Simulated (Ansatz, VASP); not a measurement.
**Lu: VASP beside Ansatz**

File INCAR:

```
PREC = Accurate
ENCUT = 520
EDIFF = 1E-8
ISMEAR = -1
SIGMA = 0.05
LREAL = F
LASPH = T
NELM = 100
ALGO = Normal
ISIF = 2
LWAVE = F
LCHARG = F
GGA = PE
LEFG = T
NBANDS = 32
```

Contents of KPOINTS:

```
regular mesh
0
Gamma
  12 12 6
```

The input POSCAR:

```
Lu
1.0
    3.4809677433      0.0000000000      0.0000000000
   -1.7404838717      3.0146064955      0.0000000000
    0.0000000000      0.0000000000      5.4281725394
Lu
2
Direct
    0.3333333333      0.6666666667      0.2500000000
    0.6666666667      0.3333333333      0.7500000000
```

Input for Ansatz:

```yaml
crystal:
  lattice:
    - [3.4809677433, 0.0, 0.0]
    - [-1.7404838717, 3.0146064955, 0.0]
    - [0.0, 0.0, 5.4281725394]
  atoms:
    - { symbol: Lu, position: [0.3333333333, 0.6666666667, 0.25] }
    - { symbol: Lu, position: [0.6666666667, 0.3333333333, 0.75] }
kpoints:
  mp_grid: { grid: [12, 12, 6] }
scf:
  occupations: { method: fermi_dirac, width: 0.05 }
hamiltonian:
  xc: pbe
  pseudopotentials: { kind: paw }
output:
  forces: true
  stress: true
  eigenvalues: true
  efg: { contact_densities: true }
```

Change from the starting cell: volume scaled by 0.98, PAW files.

Alike in both runs: task electric field gradients; functional PBE; k mesh 12 × 12 × 6; occupations fermi-dirac, width 0.05 eV; no spin polarisation.

|  | VASP | Ansatz |
| --- | --- | --- |
| version | VASP 6.6.1 | Ansatz 0.2.0 |
| potentials or method | VASP PAW PBE potentials, release 64 (Lu) | PAW with Ansatz's default frozen-core files, scalar-relativistic |
| plane-wave cutoff (eV) | 520 | 420 |
| valence electrons in the cell | 50 | 50 |

```csv
,VASP,Ansatz,Ansatz less VASP
pressure (GPa),1.2,1.0,-0.15
"traceless stress, the component that is largest in VASP (GPa)",-0.05,-0.05,-0.002
size of Vzz on the site where it differs most (V/Å²),79.1,68.8,-10.26
```

Neither program's run includes spin-orbit coupling.
